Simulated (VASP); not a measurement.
# Sr2Ga2O3 (Pmmm) in VASP: further runs

Runs on Sr2Ga2O3. Level: PBE. Tasks: single point, relaxation of cell and atoms.

Program: VASP 6.6.1. These are calculated values, not measurements. Logs are shortened: lines on timing, memory, paths and dates and some standing lists are left out, and cuts for length are marked.

## (1) The cell of the first run

The structure is orthorhombic, space group Pmmm (No. 47). The conventional cell has a = 4.015 Å, b = 4.015 Å, c = 8.030 Å, α = 90.00°, β = 90.00°, γ = 90.00°. Within 3.7 Å of Sr (site symmetry mm2) lie 6 O at 2.84 Å and 8 Ga at 3.48 Å. Ga (site symmetry mmm) has 4 O at 2.01 Å within 2.7 Å. Within 2.7 Å of Ga (site symmetry mmm) lie 2 O at 2.01 Å. Within 2.7 Å of O (site symmetry mmm) lie 2 Ga at 2.01 Å. O (site symmetry mm2) has 2 Ga at 2.01 Å within 2.7 Å.

## (2) Single point, PBE (atoms taken out)

Contents of INCAR:

```
PREC = Accurate
ENCUT = 520
EDIFF = 1E-6
ISMEAR = 0
SIGMA = 0.1
LREAL = F
LASPH = T
NELM = 80
ALGO = Normal
ISIF = 2
LWAVE = F
LCHARG = F
GGA = PE
NBANDS = 41
```

Contents of KPOINTS:

```
Automatic mesh
0
Gamma
  4 4 2
```

Contents of POSCAR:

```
Sr2Ga2O3
1.0
    4.0150853700      0.0000000000      0.0000000000
    0.0000000000      4.0150853700      0.0000000000
    0.0000000000      0.0000000000      8.0301707400
Sr Ga O
2 2 3
Direct
    0.5000000000      0.5000000000      0.2500000000
    0.5000000000      0.5000000000      0.7500000000
    0.0000000000      0.0000000000      0.0000000000
    0.0000000000      0.0000000000      0.5000000000
    0.5000000000      0.0000000000      0.0000000000
    0.0000000000      0.0000000000      0.2500000000
    0.0000000000      0.0000000000      0.7500000000
```

Potentials or basis: VASP PAW PBE potentials, release 64 (Sr_sv, Ga_d, O).

Launch:

```sh
$ cat potpaw_PBE.64/Sr_sv/POTCAR potpaw_PBE.64/Ga_d/POTCAR potpaw_PBE.64/O/POTCAR > POTCAR
$ mpirun -np 1 vasp_std > vasp.out
```

OUTCAR:

```text
PREC = Accurate
   ENCUT = 520
   EDIFF = 1E-6
   ISMEAR = 0
   LREAL = F
   LASPH = T
   NELM = 80
   ISIF = 2
   GGA = PE

 ion  position               nearest neighbor table
   1  0.500  0.500  0.250-   5 2.84   6 2.84   5 2.84   6 2.84   6 2.84   6 2.84   3 3.48   4 3.48
                             3 3.48   4 3.48   3 3.48   3 3.48   4 3.48   4 3.48   2 4.02   2 4.02
   2  0.500  0.500  0.750-   5 2.84   7 2.84   5 2.84   7 2.84   7 2.84   7 2.84   3 3.48   4 3.48
                             3 3.48   4 3.48   3 3.48   3 3.48   4 3.48   4 3.48   1 4.02   1 4.02
   3  0.000  0.000  0.000-   5 2.01   6 2.01   7 2.01   5 2.01   1 3.48   1 3.48   2 3.48   1 3.48
                             2 3.48   2 3.48   1 3.48   2 3.48
   4  0.000  0.000  0.500-   6 2.01   7 2.01   1 3.48   2 3.48   1 3.48   2 3.48   1 3.48   2 3.48
                             1 3.48   2 3.48
   5  0.500  0.000  0.000-   3 2.01   3 2.01   1 2.84   1 2.84   2 2.84   2 2.84
   6  0.000  0.000  0.250-   3 2.01   4 2.01   1 2.84   1 2.84   1 2.84   1 2.84
   7  0.000  0.000  0.750-   3 2.01   4 2.01   2 2.84   2 2.84   2 2.84   2 2.84

  LATTYP: Found a simple tetragonal cell.
 ALAT       =     4.0150853700
 C/A-ratio  =     2.0000000000

  Lattice vectors:

 A1 = (   4.0150853700,   0.0000000000,   0.0000000000)
 A2 = (   0.0000000000,   4.0150853700,   0.0000000000)
 A3 = (   0.0000000000,   0.0000000000,   8.0301707400)

Analysis of symmetry for initial positions (statically):
=====================================================================
 Subroutine PRICEL returns:
 Original cell was already a primitive cell.

 Routine SETGRP: Setting up the symmetry group for a
 simple tetragonal supercell.

 Subroutine GETGRP returns: Found  8 space group operations
 (whereof  8 operations were pure point group operations)
 out of a pool of 16 trial point group operations.

The static configuration has the point symmetry D_2h.

Analysis of symmetry for dynamics (positions and initial velocities):
=====================================================================
 Subroutine PRICEL returns:
 Original cell was already a primitive cell.

 Routine SETGRP: Setting up the symmetry group for a
 simple tetragonal supercell.

 Subroutine GETGRP returns: Found  8 space group operations
 (whereof  8 operations were pure point group operations)
 out of a pool of 16 trial point group operations.

The dynamic configuration has the point symmetry D_2h.

 Subroutine INISYM returns: Found  8 space group operations
 (whereof  8 operations are pure point group operations),
 and found     1 'primitive' translations

----------------------------------------------------------------------------------------

[... 104 lines left out ...]
   TEBEG  =    0.0;   TEEND  =   0.0 temperature during run
   PSTRESS=    0.0 pullay stress
   NELECT =      64.0000    total number of electrons
   NUPDOWN=      -1.0000    fix difference up-down
   EMIN   =  10.00;   EMAX   =-10.00  energy-range for DOS
   EFERMI =   0.00;   METHOD = LEGACY
   ISMEAR =     0;   SIGMA  =   0.10  broadening in eV -4-tet -1-fermi 0-gaus
   EFERMI_NEDOS =   21; number of points for ismear=-14 and -15
   IALGO  =     38    algorithm
   IMIX   =      4    mixing-type and parameters
     AMIX     =   0.40;   BMIX     =  1.00
     AMIX_MAG =   1.60;   BMIX_MAG =  1.00
  volume/ion in A,a.u.               =      18.49       124.80
  Fermi-wavevector in a.u.,A,eV,Ry     =   1.294484  2.446220 22.799133  1.675689
  Thomas-Fermi vector in A             =   2.426064
   LORBIT       =      0    0 simple, 1 ext, 2 COOP (PROOUT), +10 PAW based schemes
   GGA     = PE    functional components
   LHFCALC =     F    Hartree Fock is set to
   AEXX    =    0.0000 exact exchange contribution
   IVDW    =     0    specifies the selected vdW correction
   LEPSILON=     F    determine dielectric tensor
   LRPA    =     F    only Hartree local field effects (RPA)
 non-spin polarized calculation
 Gauss-broadening in eV      SIGMA  =   0.10
  energy-cutoff  :      520.00
  volume of cell :      129.45
 maximum number of plane-waves:      3526
 NGX is ok and might be reduce to    30
   NGX = 15   NGY = 15   NGZ = 29

 number of electron      63.9999983 magnetization

 Free energy of the ion-electron system (eV)
  ---------------------------------------------------
  ext. energy  EPLUGINS =         0.00000000
  ---------------------------------------------------
  free energy    TOTEN  =       -35.23519102 eV

  energy without entropy =      -35.21935766  energy(sigma->0) =      -35.22727434

 E-fermi :   3.9929     XC(G=0):  -9.8126

 val. band max:        3.9405966962   @ k =   0.2500   0.2500   0.5000
 cond. band min:       4.0068855942   @ k =   0.0000   0.2500   0.0000
 fundamental gap:      0.0662888980
 Fermi energy:         3.9929261366

 k-point     1 :       0.0000    0.0000    0.0000
  band No.  band energies     occupation
      1     -31.6650      2.00000
      2     -31.6527      2.00000
      3     -15.3012      2.00000
      4     -14.7422      2.00000
      5     -14.5775      2.00000
      6     -13.6388      2.00000
[... 781 lines left out ...]
     40       9.2373      0.00000
     41       9.3327      0.00000

------------------------ aborting loop because EDIFF is reached ----------------------------------------

  FORCE on cell =-STRESS in cart. coord.  units (eV):
  Direction    XX          YY          ZZ          XY          YZ          ZX
  --------------------------------------------------------------------------------------
  -------------------------------------------------------------------------------------
  Total       -2.4725142     -7.7743173      4.2903053      0.0000000      0.0000000      0.0000000
  in kB      -30.6009583    -96.2184814     53.0987668      0.0000000      0.0000000      0.0000000
  external PRESSURE =     -24.5735576 kB  Pullay stress =       0.0000000 kB

 VOLUME and BASIS-vectors are now :
 -----------------------------------------------------------------------------
  energy-cutoff  :      520.00
  volume of cell :      129.45
      direct lattice vectors                 reciprocal lattice vectors
     4.015085370  0.000000000  0.000000000     0.249060707  0.000000000  0.000000000
     0.000000000  4.015085370  0.000000000     0.000000000  0.249060707  0.000000000
     0.000000000  0.000000000  8.030170740     0.000000000  0.000000000  0.124530353

 POSITION                                       TOTAL-FORCE (eV/Angst)
 -----------------------------------------------------------------------------------
      2.00754      2.00754      2.00754         0.000000      0.000000     -0.666455
      2.00754      2.00754      6.02263         0.000000      0.000000      0.666455
      0.00000      0.00000      0.00000         0.000000      0.000000      0.000000
      0.00000      0.00000      4.01509         0.000000      0.000000      0.000000
      2.00754      0.00000      0.00000         0.000000      0.000000      0.000000
      0.00000      0.00000      2.00754         0.000000     -0.000000     -0.585412
      0.00000      0.00000      6.02263        -0.000000      0.000000      0.585412
 -----------------------------------------------------------------------------------
    total drift:                               -0.000000     -0.000000      0.000000

  FREE ENERGIE OF THE ION-ELECTRON SYSTEM (eV)
  ---------------------------------------------------
  free  energy   TOTEN  =       -35.2351910180 eV

  energy  without entropy=      -35.2193576621  energy(sigma->0) =      -35.22727434
```

Wall time 93 s (1 thread of Oxide Virtual Turin-like, shared host); peak memory 0.23 GiB.

Results:

```yaml
Free_energy: -35.2352 eV
Pressure: -2.5 GPa
Largest_force: 0.666 eV/Å
Band_gap_on_the_k_mesh: zero (bands 32 and 33 overlap by 0.62 eV)
```

Forces in eV/Å, atoms in the order of the input:
```
Sr   0.000  0.000 -0.666
Sr   0.000  0.000  0.666
Ga   0.000  0.000  0.000
Ga   0.000  0.000  0.000
O    0.000  0.000  0.000
O    0.000  0.000 -0.585
O    0.000  0.000  0.585
```

Levels at points of the mesh, in eV from the Fermi level:
| k point | band 28 | band 29 | band 30 | band 31 | band 32 | band 33 | band 34 | band 35 | band 36 | band 37 |
| --- | --- | --- | --- | --- | --- | --- | --- | --- | --- | --- |
| (0.00, 0.00, 0.00) | -3.42 | -3.32 | -3.32 | -3.24 | 0.11 | 1.74 | 1.97 | 2.17 | 2.28 | 2.72 |
| (0.50, 0.00, 0.00) | -3.87 | -3.50 | -2.39 | -1.00 | -0.99 | 1.06 | 2.59 | 3.25 | 3.98 | 4.21 |
| (0.00, 0.50, 0.00) | -3.77 | -3.53 | -3.08 | -2.65 | -1.01 | 0.94 | 1.46 | 3.52 | 3.81 | 3.90 |
| (0.50, 0.50, 0.00) | -3.93 | -3.68 | -2.54 | -1.64 | -0.45 | -0.18 | 0.88 | 1.71 | 3.52 | 3.94 |
| (0.00, 0.00, 0.50) | -3.53 | -3.26 | -3.01 | -1.91 | -1.51 | 1.79 | 2.20 | 2.21 | 2.39 | 2.94 |
| (0.50, 0.00, 0.50) | -3.61 | -3.50 | -2.65 | -1.50 | -0.85 | 0.98 | 2.79 | 3.64 | 3.66 | 3.91 |
| (0.00, 0.50, 0.50) | -3.80 | -3.44 | -3.32 | -1.28 | -0.89 | 0.44 | 0.99 | 3.86 | 3.89 | 4.16 |
| (0.50, 0.50, 0.50) | -3.59 | -3.56 | -3.00 | -0.65 | -0.61 | -0.50 | -0.06 | 1.80 | 3.02 | 3.74 |

Caveat: the k points lie up to 0.39 Å⁻¹ apart, too coarse for converged energies and pressures of a metal; the cell differs from its parent crystal (atoms taken out).

[end of part 1 of 2]

The gap in the log of VASP goes by the Fermi energy; the results here count the filled bands.